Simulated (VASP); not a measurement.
# SnS2 (P-3m1) in VASP: a series of runs

SnS2 is run at these levels: PBE; tasks: single point.

Everything below comes from runs of VASP 6.6.1. Logs are shortened: lines on timing, memory, paths and dates and some standing lists are left out, and cuts for length are marked.

### Step 1. The cell of the first run

Symmetry: P-3m1, No. 164, trigonal system. Conventional cell: a = 3.539 Å, b = 3.539 Å, c = 5.707 Å, α = 90.00°, β = 90.00°, γ = 120.00°. Within 3.3 Å of Sn (site symmetry -3m) lie 6 S at 2.49 Å. Within 3.3 Å of S (site symmetry 3m) lie 3 Sn at 2.49 Å.

### Step 2. Single point, PBE

INCAR

```
SYSTEM = SnS2
  ALGO = Normal
  EDIFF = 1E-6
  ENCUT = 500
  GGA = PE
  GGA_COMPAT = .FALSE.
  ISIF = 2
  ISMEAR = 0
  LASPH = .TRUE.
  LCHARG = .FALSE.
  LREAL = .FALSE.
  LWAVE = .FALSE.
  NBANDS = 20
  NELM = 120
  PREC = Accurate
  SIGMA = 0.01
```

KPOINTS

```
k-points
0
G
  6 6 4
  0 0 0
```

POSCAR

```
SnS2
1.0
    3.5392507386      0.0000000000      0.0000000000
   -1.7696253693      3.0650845082      0.0000000000
    0.0000000000      0.0000000000      5.7071512323
Sn S
1 2
Direct
    0.0000000000      0.0000000000      0.0000000000
    0.3333333333      0.6666666667      0.2500000000
    0.6666666667      0.3333333333      0.7500000000
```

Potentials or basis: VASP PAW PBE potentials, release 64 (Sn_d, S).

Started as:

```sh
cat potpaw_PBE.64/Sn_d/POTCAR potpaw_PBE.64/S/POTCAR > POTCAR
mpirun -np 1 vasp_std > vasp.out
```

OUTCAR:

```text
SYSTEM = SnS2
   EDIFF = 1E-6
   ENCUT = 500
   GGA = PE
   ISIF = 2
   ISMEAR = 0
   LASPH = .TRUE.
   LREAL = .FALSE.
   NELM = 120
   PREC = Accurate

 ion  position               nearest neighbor table
   1  0.000  0.000  0.000-   2 2.49   3 2.49   3 2.49   2 2.49   3 2.49   2 2.49
   2  0.333  0.667  0.250-   1 2.49   1 2.49   1 2.49
   3  0.667  0.333  0.750-   1 2.49   1 2.49   1 2.49

  LATTYP: Found a hexagonal cell.
 ALAT       =     3.5392507386
 C/A-ratio  =     1.6125309151

  Lattice vectors:

 A1 = (   3.5392507386,   0.0000000000,   0.0000000000)
 A2 = (  -1.7696253693,   3.0650845082,   0.0000000000)
 A3 = (   0.0000000000,   0.0000000000,   5.7071512323)

Analysis of symmetry for initial positions (statically):
=====================================================================
 Subroutine PRICEL returns:
 Original cell was already a primitive cell.

 Routine SETGRP: Setting up the symmetry group for a
 hexagonal supercell.

 Subroutine GETGRP returns: Found 12 space group operations
 (whereof 12 operations were pure point group operations)
 out of a pool of 24 trial point group operations.

The static configuration has the point symmetry D_3d.

Analysis of symmetry for dynamics (positions and initial velocities):
=====================================================================
 Subroutine PRICEL returns:
 Original cell was already a primitive cell.

 Routine SETGRP: Setting up the symmetry group for a
 hexagonal supercell.

 Subroutine GETGRP returns: Found 12 space group operations
 (whereof 12 operations were pure point group operations)
 out of a pool of 24 trial point group operations.

The dynamic configuration has the point symmetry D_3d.

 Subroutine INISYM returns: Found 12 space group operations
 (whereof 12 operations are pure point group operations),
 and found     1 'primitive' translations

----------------------------------------------------------------------------------------

                                     Primitive cell

  volume of cell :      61.9118

  direct lattice vectors                    reciprocal lattice vectors
     3.539250739  0.000000000  0.000000000     0.282545678  0.163127639  0.000000000
    -1.769625369  3.065084508  0.000000000     0.000000000  0.326255279  0.000000000
     0.000000000  0.000000000  5.707151232     0.000000000  0.000000000  0.175218767

  length of vectors
     3.539250739  3.539253733  5.707151232     0.326255555  0.326255279  0.175218767

[... 80 lines left out ...]
   NELM   =    120;   NELMIN=  2; NELMDL= -5     # of ELM steps
   EDIFF  = 0.1E-05   stopping-criterion for ELM
   LREAL  =      F    real-space projection
   EDIFFG = 0.1E-04   stopping-criterion for IOM
   NSW    =      0    number of steps for IOM
   IBRION =     -1    ionic relax: 0-MD 1-quasi-New 2-CG
   NFREE  =      0    steps in history (QN), initial steepest desc. (CG)
   ISIF   =      2    stress and relaxation
   ISYM   =      2    0-nonsym 1-usesym 2-fastsym
   POTIM  = 0.5000    time-step for ionic-motion
   TEBEG  =    0.0;   TEEND  =   0.0 temperature during run
   PSTRESS=    0.0 pullay stress
   NELECT =      26.0000    total number of electrons
   NUPDOWN=      -1.0000    fix difference up-down
   EMIN   =  10.00;   EMAX   =-10.00  energy-range for DOS
   EFERMI =   0.00;   METHOD = LEGACY
   ISMEAR =     0;   SIGMA  =   0.01  broadening in eV -4-tet -1-fermi 0-gaus
   EFERMI_NEDOS =   21; number of points for ismear=-14 and -15
   IALGO  =     38    algorithm
   IMIX   =      4    mixing-type and parameters
     AMIX     =   0.40;   BMIX     =  1.00
     AMIX_MAG =   1.60;   BMIX_MAG =  1.00
  volume/ion in A,a.u.               =      20.64       139.27
  Fermi-wavevector in a.u.,A,eV,Ry     =   1.225956  2.316721 20.449123  1.502968
  Thomas-Fermi vector in A             =   2.360975
   LORBIT       =      0    0 simple, 1 ext, 2 COOP (PROOUT), +10 PAW based schemes
   GGA     = PE    functional components
   LHFCALC =     F    Hartree Fock is set to
   AEXX    =    0.0000 exact exchange contribution
   IVDW    =     0    specifies the selected vdW correction
   LEPSILON=     F    determine dielectric tensor
   LRPA    =     F    only Hartree local field effects (RPA)
 non-spin polarized calculation
 Gauss-broadening in eV      SIGMA  =   0.01
  energy-cutoff  :      500.00
  volume of cell :       61.91
 maximum number of plane-waves:      1592
 NGX is ok and might be reduce to    28
   NGX = 13   NGY = 13   NGZ = 21

 number of electron      25.9999993 magnetization

 Free energy of the ion-electron system (eV)
  ---------------------------------------------------
  ext. energy  EPLUGINS =         0.00000000
  ---------------------------------------------------
  free energy    TOTEN  =       -12.84821871 eV

  energy without entropy =      -12.84821871  energy(sigma->0) =      -12.84821871

 E-fermi :   5.8750     XC(G=0): -10.0510

 val. band max:        5.8095141391   @ k =   0.0000   0.0000   0.0000
 cond. band min:       7.4468491272   @ k =   0.5000   0.0000   0.2500
 fundamental gap:      1.6373349881
 Fermi energy:         5.8749653454

 k-point     1 :       0.0000    0.0000    0.0000
  band No.  band energies     occupation
      1     -15.2254      2.00000
      2     -15.2254      2.00000
      3     -15.1612      2.00000
      4     -15.1210      2.00000
      5     -15.1210      2.00000
      6      -8.7383      2.00000
[... 541 lines left out ...]
     19      15.4239      0.00000
     20      15.6104      0.00000

------------------------ aborting loop because EDIFF is reached ----------------------------------------

  FORCE on cell =-STRESS in cart. coord.  units (eV):
  Direction    XX          YY          ZZ          XY          YZ          ZX
  --------------------------------------------------------------------------------------
  -------------------------------------------------------------------------------------
  Total        5.3282120      5.3282241      4.8074741      0.0000000      0.0000000      0.0000000
  in kB      137.8856008    137.8859119    124.4097362      0.0000000      0.0000000      0.0000000
  external PRESSURE =     133.3937496 kB  Pullay stress =       0.0000000 kB

 VOLUME and BASIS-vectors are now :
 -----------------------------------------------------------------------------
  energy-cutoff  :      500.00
  volume of cell :       61.91
      direct lattice vectors                 reciprocal lattice vectors
     3.539250739  0.000000000  0.000000000     0.282545678  0.163127639  0.000000000
    -1.769625369  3.065084508  0.000000000     0.000000000  0.326255279  0.000000000
     0.000000000  0.000000000  5.707151232     0.000000000  0.000000000  0.175218767

 POSITION                                       TOTAL-FORCE (eV/Angst)
 -----------------------------------------------------------------------------------
      0.00000      0.00000      0.00000        -0.000000      0.000000      0.000000
     -0.00000      2.04339      1.42679        -0.000000     -0.000000      1.184398
      1.76963      1.02169      4.28036         0.000000      0.000000     -1.184398
 -----------------------------------------------------------------------------------
    total drift:                               -0.000000     -0.000000     -0.000000

  FREE ENERGIE OF THE ION-ELECTRON SYSTEM (eV)
  ---------------------------------------------------
  free  energy   TOTEN  =       -12.8482187061 eV

  energy  without entropy=      -12.8482187061  energy(sigma->0) =      -12.84821871
```

Run time: 54 s. Hardware: 1 thread of Intel Xeon 8259CL, shared host; peak memory 0.15 GiB.

Results:

- Free energy: -12.8482 eV
- Pressure: 13.3 GPa
- Largest force: 1.184 eV/Å
- Band gap on the k mesh: 1.64 eV (least direct gap 2.16 eV)

Forces on the atoms (eV/Å):
```
Sn   0.000  0.000  0.000
S    0.000  0.000  1.184
S    0.000  0.000 -1.184
```

Stress tensor (GPa, compression positive):
```
13.79  0.00  0.00
 0.00 13.79  0.00
 0.00  0.00 12.44
```

Caveat: the cell stands under pressure; spin-orbit coupling is left out, which moves the levels of the heavy elements; this functional lacks dispersion, which binds layers or chains, so the pressure and a relaxed spacing across them are unreliable; forces of over 1 eV/Å act on the atoms, so gaps and moduli don't describe the material at rest. A k mesh can miss the band edges.

(Part 1 of 2 ends here.)
